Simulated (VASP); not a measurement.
# ZnCd2Te2 in VASP: further runs

The runs below take ZnCd2Te2 through relaxation of the atoms, with PBE.

Program: VASP 6.6.1. These are calculated values, not measurements. Logs are shortened: lines on timing, memory, paths and dates and some standing lists are left out, and cuts for length are marked.

### Step 1. The cell of the first run

The cell holds a slab with vacuum, 5 atoms: a = 4.679 Å, b = 4.679 Å, c = 20.081 Å, α = 90.00°, β = 90.00°, γ = 120.00°.

### Step 2. Relaxation of the atoms, PBE

Contents of INCAR:

```
PREC = Accurate
ENCUT = 520
EDIFF = 1E-6
ISMEAR = 0
SIGMA = 0.05
LREAL = F
LASPH = T
NELM = 100
ALGO = Normal
ISIF = 2
LWAVE = F
LCHARG = F
LDIPOL = T
IDIPOL = 3
DIPOL = 0.5 0.5 0.369
GGA = PE
IBRION = 2
NSW = 36
EDIFFG = -0.025
```

Contents of KPOINTS:

```
Automatic mesh
0
Gamma
  6 6 1
```

Contents of POSCAR:

```
ZnCd2Te2
1.0
    4.6794578583      0.0000000000      0.0000000000
   -2.3397289292      4.0525293813      0.0000000000
    0.0000000000      0.0000000000     20.0807280860
Te Cd Zn
2 2 1
Selective dynamics
Direct
    0.0000000000      0.0000000000      0.1991959646  F F F
    0.3333333333      0.6666666667      0.4037116126  F F F
    0.3333333333      0.6666666667      0.2467634796  F F F
    0.6666666667      0.3333333333      0.4273116019  F F F
    1.5555555556      0.7777777778      0.5657527973  F F T
```

Potentials or basis: VASP PAW PBE potentials, release 64 (Te, Cd, Zn).

Started as:

```console
$ cat potpaw_PBE.64/Te/POTCAR potpaw_PBE.64/Cd/POTCAR potpaw_PBE.64/Zn/POTCAR > POTCAR
$ mpirun -np 1 vasp_std > vasp.out
```

OUTCAR:

```text
PREC = Accurate
   ENCUT = 520
   EDIFF = 1E-6
   ISMEAR = 0
   LREAL = F
   LASPH = T
   NELM = 100
   ISIF = 2
   GGA = PE
   IBRION = 2
   NSW = 36
   EDIFFG = -0.025

 ion  position               nearest neighbor table
   1  0.000  0.000  0.199-   3 2.87   3 2.87   3 2.87
   2  0.333  0.667  0.404-   4 2.74   4 2.74   4 2.74   3 3.15
   3  0.333  0.667  0.247-   1 2.87   1 2.87   1 2.87   2 3.15
   4  0.667  0.333  0.427-   2 2.74   2 2.74   2 2.74
   5  0.556  0.778  0.566-

  LATTYP: Found a hexagonal cell.
 ALAT       =     4.6794578583
 C/A-ratio  =     4.2912509727

  Lattice vectors:

 A1 = (   4.6794578583,   0.0000000000,   0.0000000000)
 A2 = (  -2.3397289292,   4.0525293813,   0.0000000000)
 A3 = (   0.0000000000,   0.0000000000,  20.0807280860)

Analysis of symmetry for initial positions (statically):
=====================================================================
 Subroutine PRICEL returns:
 Original cell was already a primitive cell.

 Routine SETGRP: Setting up the symmetry group for a
 hexagonal supercell.

 Subroutine GETGRP returns: Found  2 space group operations
 (whereof  2 operations were pure point group operations)
 out of a pool of 24 trial point group operations.

The static configuration has the point symmetry C_1h.

Analysis of symmetry for dynamics (positions and initial velocities):
=====================================================================
 Subroutine PRICEL returns:
 Original cell was already a primitive cell.

 Routine SETGRP: Setting up the symmetry group for a
 hexagonal supercell.

 Subroutine GETGRP returns: Found  2 space group operations
 (whereof  2 operations were pure point group operations)
 out of a pool of 24 trial point group operations.

The dynamic configuration has the point symmetry C_1h.

Analysis of constrained symmetry for selective dynamics:
=====================================================================
 Subroutine PRICEL returns:
 Original cell was already a primitive cell.

 Routine SETGRP: Setting up the symmetry group for a
 hexagonal supercell.

 Subroutine GETGRP returns: Found  2 space group operations
 (whereof  2 operations were pure point group operations)
 out of a pool of 24 trial point group operations.

The constrained configuration has the point symmetry C_1h.

 Subroutine INISYM returns: Found  2 space group operations
 (whereof  2 operations are pure point group operations),
 and found     1 'primitive' translations

----------------------------------------------------------------------------------------

                                     Primitive cell

  volume of cell :     380.8037

  direct lattice vectors                    reciprocal lattice vectors
     4.679457858  0.000000000  0.000000000     0.213699969  0.123379735  0.000000000
    -2.339728929  4.052529381  0.000000000     0.000000000  0.246759469  0.000000000
     0.000000000  0.000000000 20.080728086     0.000000000  0.000000000  0.049798991

  length of vectors
     4.679457858  4.679457858 20.080728086     0.246759469  0.246759469  0.049798991

  position of ions in fractional coordinates (direct lattice)
     0.000000000  0.000000000  0.199195965
     0.333333333  0.666666667  0.403711613
     0.333333333  0.666666667  0.246763480
     0.666666667  0.333333333  0.427311602
     0.555555556  0.777777778  0.565752797

  ion indices of the primitive-cell ions
   primitive index   ion index
                 1           1
                 2           2
                 3           3
                 4           4
                 5           5

----------------------------------------------------------------------------------------

 KPOINTS: Automatic mesh

Automatic generation of k-mesh.
 Grid dimensions read from file:
 generate k-points for:    6    6    1

 Generating k-lattice:

  Cartesian coordinates                     Fractional coordinates (reciprocal lattice)
     0.035616662  0.020563289  0.000000000     0.166666667  0.000000000  0.000000000
     0.000000000  0.041126578  0.000000000     0.000000000  0.166666667  0.000000000
     0.000000000  0.000000000  0.049798991     0.000000000  0.000000000  1.000000000

  Length of vectors
     0.041126578  0.041126578  0.049798991

  Shift w.r.t. Gamma in fractional coordinates (k-lattice)
     0.000000000  0.000000000  0.000000000

 Subroutine IBZKPT returns following result:
 ===========================================

 Found     13 irreducible k-points:

 Following reciprocal coordinates:
            Coordinates               Weight
  0.000000  0.000000  0.000000      1.000000
  0.166667  0.000000  0.000000      2.000000
  0.000000  0.166667  0.000000      4.000000
  0.333333  0.000000  0.000000      2.000000
  0.000000  0.333333  0.000000      4.000000
  0.500000  0.000000  0.000000      1.000000
  0.000000  0.500000  0.000000      2.000000
  0.166667  0.166667  0.000000      4.000000
 -0.166667  0.333333  0.000000      2.000000
  0.333333  0.166667  0.000000      4.000000
 -0.166667  0.500000  0.000000      4.000000
  0.500000  0.333333  0.000000      4.000000
  0.333333  0.333333  0.000000      2.000000
   k-points           NKPTS =     13   k-points in BZ     NKDIM =     13   number of bands    NBANDS=     28
   number of dos      NEDOS =    301   number of ions     NIONS =      5
   total plane-waves  NPLWV = 194400
   dimension x,y,z NGX =    36 NGY =   36 NGZ =  150
   dimension x,y,z NGXF=    72 NGYF=   72 NGZF=  300
   ions per type =               2   2   1
   NGX,Y,Z   is equivalent  to a cutoff of  12.79, 12.79, 12.42 a.u.
   NGXF,Y,Z  is equivalent  to a cutoff of  25.58, 25.58, 24.84 a.u.
 SYSTEM =  unknown system
   PREC   = accura    normal or accurate (medium, high low for compatibility)
   ISTART =      0    job   : 0-new  1-cont  2-samecut
   ICHARG =      2    charge: 1-file 2-atom 10-const
   ISPIN  =      1    spin polarized calculation?
   LNONCOLLINEAR =      F non collinear calculations
   LSORBIT =      F    spin-orbit coupling
   LASPH  =      T    aspherical Exc in radial PAW
   ENCUT  =  520.0 eV  38.22 Ry    6.18 a.u.   8.70  8.70 37.34*2*pi/ulx,y,z
   NELM   =    100;   NELMIN=  2; NELMDL= -5     # of ELM steps
   EDIFF  = 0.1E-05   stopping-criterion for ELM
   LREAL  =      F    real-space projection
   EDIFFG = -.3E-01   stopping-criterion for IOM
   NSW    =     36    number of steps for IOM
   IBRION =      2    ionic relax: 0-MD 1-quasi-New 2-CG
   NFREE  =      1    steps in history (QN), initial steepest desc. (CG)
   ISIF   =      2    stress and relaxation
   ISYM   =      2    0-nonsym 1-usesym 2-fastsym
   POTIM  = 0.5000    time-step for ionic-motion
   TEBEG  =    0.0;   TEEND  =   0.0 temperature during run
   PSTRESS=    0.0 pullay stress
   NELECT =      48.0000    total number of electrons
   NUPDOWN=      -1.0000    fix difference up-down
   EMIN   =  10.00;   EMAX   =-10.00  energy-range for DOS
   EFERMI =   0.00;   METHOD = LEGACY
   ISMEAR =     0;   SIGMA  =   0.05  broadening in eV -4-tet -1-fermi 0-gaus
   EFERMI_NEDOS =   21; number of points for ismear=-14 and -15
   IALGO  =     38    algorithm
   IMIX   =      4    mixing-type and parameters
     AMIX     =   0.40;   BMIX     =  1.00
     AMIX_MAG =   1.60;   BMIX_MAG =  1.00
  volume/ion in A,a.u.               =      76.16       513.96
  Fermi-wavevector in a.u.,A,eV,Ry     =   0.820833  1.551150  9.167156  0.673767
  Thomas-Fermi vector in A             =   1.931885
   LORBIT       =      0    0 simple, 1 ext, 2 COOP (PROOUT), +10 PAW based schemes
   GGA     = PE    functional components
   LHFCALC =     F    Hartree Fock is set to
   AEXX    =    0.0000 exact exchange contribution
   IVDW    =     0    specifies the selected vdW correction
   LEPSILON=     F    determine dielectric tensor
   LRPA    =     F    only Hartree local field effects (RPA)
 conjugate gradient relaxation of ions
 non-spin polarized calculation
 Gauss-broadening in eV      SIGMA  =   0.05
  energy-cutoff  :      520.00
  volume of cell :      380.80
 maximum number of plane-waves:     10277
 NGX is ok and might be reduce to    36
   NGX = 17   NGY = 17   NGZ = 75

--------------------------------------- Ionic step        1  -------------------------------------------

 number of electron      47.9999987 magnetization

 Free energy of the ion-electron system (eV)
  ---------------------------------------------------
  ext. energy  EPLUGINS =         0.00000000
  ---------------------------------------------------
  free energy    TOTEN  =        -8.72561213 eV

  energy without entropy =       -8.72404509  energy(sigma->0) =       -8.72482861

------------------------ aborting loop because EDIFF is reached ----------------------------------------

  FORCE on cell =-STRESS in cart. coord.  units (eV):
  Direction    XX          YY          ZZ          XY          YZ          ZX
  --------------------------------------------------------------------------------------
  -------------------------------------------------------------------------------------
  Total        0.4455380      0.3905632      0.3709164      0.0476095      0.2515040      0.4356178
  in kB        1.8745375      1.6432392      1.5605779      0.2003102      1.0581670      1.8327996
  external PRESSURE =       1.6927848 kB  Pullay stress =       0.0000000 kB
[... 180 lines left out ...]
  energy  without entropy=       -8.7703012801  energy(sigma->0) =       -8.77108486

--------------------------------------- Ionic step        6  -------------------------------------------

 number of electron      47.9999999 magnetization

 dipolmoment           0.000000      0.000000     -0.219926 electrons x Angstroem

 Free energy of the ion-electron system (eV)
  ---------------------------------------------------
  ext. energy  EPLUGINS =         0.00000000
  ---------------------------------------------------
  free energy    TOTEN  =        -8.78917180 eV

  energy without entropy =       -8.78760461  energy(sigma->0) =       -8.78838821

 E-fermi :  -1.5422     XC(G=0):  -4.5938

 val. band max:       -1.5422932654   @ k =   0.0000   0.0000   0.0000
 cond. band min:      -1.5420376124   @ k =   0.0000   0.0000   0.0000
 fundamental gap:      0.0002556529
 Fermi energy:        -1.5421654389

 k-point     1 :       0.0000    0.0000    0.0000
  band No.  band energies     occupation
      1     -13.8589      2.00000
      2     -11.7226      2.00000
      3     -11.3436      2.00000
      4     -11.3434      2.00000
      5     -11.0524      2.00000
      6     -11.0512      2.00000
[... 392 lines left out ...]
     27       0.8709      0.00000
     28       1.2124      0.00000

------------------------ aborting loop because EDIFF is reached ----------------------------------------

 vacuum level on the upper side and lower side of the slab       (xc-potential included)        -1.284         0.825

  FORCE on cell =-STRESS in cart. coord.  units (eV):
  Direction    XX          YY          ZZ          XY          YZ          ZX
  --------------------------------------------------------------------------------------
  -------------------------------------------------------------------------------------
  Total        0.3318989      0.3057445     -0.3402081      0.0226503      0.0750800      0.1300424
  in kB        1.3964172      1.2863765     -1.4313771      0.0952981      0.3158885      0.5471350
  external PRESSURE =       0.4171389 kB  Pullay stress =       0.0000000 kB

 VOLUME and BASIS-vectors are now :
 -----------------------------------------------------------------------------
  energy-cutoff  :      520.00
  volume of cell :      380.80
      direct lattice vectors                 reciprocal lattice vectors
     4.679457858  0.000000000  0.000000000     0.213699969  0.123379735  0.000000000
    -2.339728929  4.052529381  0.000000000     0.000000000  0.246759469  0.000000000
     0.000000000  0.000000000 20.080728086     0.000000000  0.000000000  0.049798991
[... 11 lines left out ...]
  FREE ENERGIE OF THE ION-ELECTRON SYSTEM (eV)
  ---------------------------------------------------
  free  energy   TOTEN  =        -8.7891717975 eV

  energy  without entropy=       -8.7876046144  energy(sigma->0) =       -8.78838821

 reached required accuracy - stopping structural energy minimisation

 vacuum level on the upper side and lower side of the slab         1.833         3.998
```

Run time: 7.2 min. Hardware: 1 thread of Intel Xeon Platinum 8488C (Sapphire Rapids), shared host; peak memory 0.59 GiB.

Results:

```
Free energy               : -8.7892 eV
Energy gained by relaxing : 12.7 meV/atom
Ionic steps               : 6
Band gap on the k mesh    : zero (filled and empty bands touch)
```

The path:
```
step  energy change (eV)  largest force on free atoms (eV/Å)  pressure (GPa)
   1              0.0000                              0.2537            0.17
   2             -0.0031                              0.2448            0.16
   3             -0.0115                              0.2189            0.15
   4             -0.0259                              0.1747            0.13
   5             -0.0463                              0.1067            0.09
   6             -0.0636                              0.0213            0.04
```

Final structure:
```
CELL_PARAMETERS angstrom
4.67946 0.00000 0.00000
-2.33973 4.05253 0.00000
0.00000 0.00000 20.08073
ATOMIC_POSITIONS crystal
Te 0.00000 0.00000 0.19920
Te 0.33333 0.66667 0.40371
Cd 0.33333 0.66667 0.24676
Cd 0.66667 0.33333 0.42731
Zn 0.55556 0.77778 0.59379
```

Caveat: spin-orbit coupling is left out, which moves the levels of the heavy elements.

(Part 1 of 2 ends here.)
